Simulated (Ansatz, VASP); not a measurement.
# BaTe in VASP and in Ansatz

```
Ba Te
1.0
     4.79699    0.00000    0.00000
    -2.39849    4.15431    0.00000
     0.00000    0.00000    4.41666
Ba Te
1 1
Cartesian
  0.0000 2.7695 0.0000
  2.3985 1.3848 2.2083
```

Alike in both runs: task relaxation of cell and atoms; functional PBE; k mesh 6 × 6 × 6; occupations gaussian, width 0.02 eV; no spin polarisation.

|  | VASP | Ansatz |
| --- | --- | --- |
| version | VASP 6.6.1 | Ansatz 0.2.0 |
| potentials or method | VASP PAW PBE potentials, release 64 (Ba_sv, Te), cutoff 500 eV | scalar-relativistic, plane waves, PAW |
| valence electrons in the cell | 16 | 26 |

|  | VASP | Ansatz | Ansatz less VASP |
| --- | --- | --- | --- |
| gap on the k mesh at the Fermi level, each at its own relaxed structure (eV) | 1.49 | 1.52 | +0.031 |
| relaxed volume (Å³/atom) | 44.66 | 44.14 | -0.521 |
| relaxed cell length with the largest relative difference (Å) | 4.429 | 4.410 | -0.0190 |

VASP's potentials hold 16 valence electrons a cell and Ansatz's 26, so a difference there can come from the potentials and not from the codes.

Neither program's run includes spin-orbit coupling.
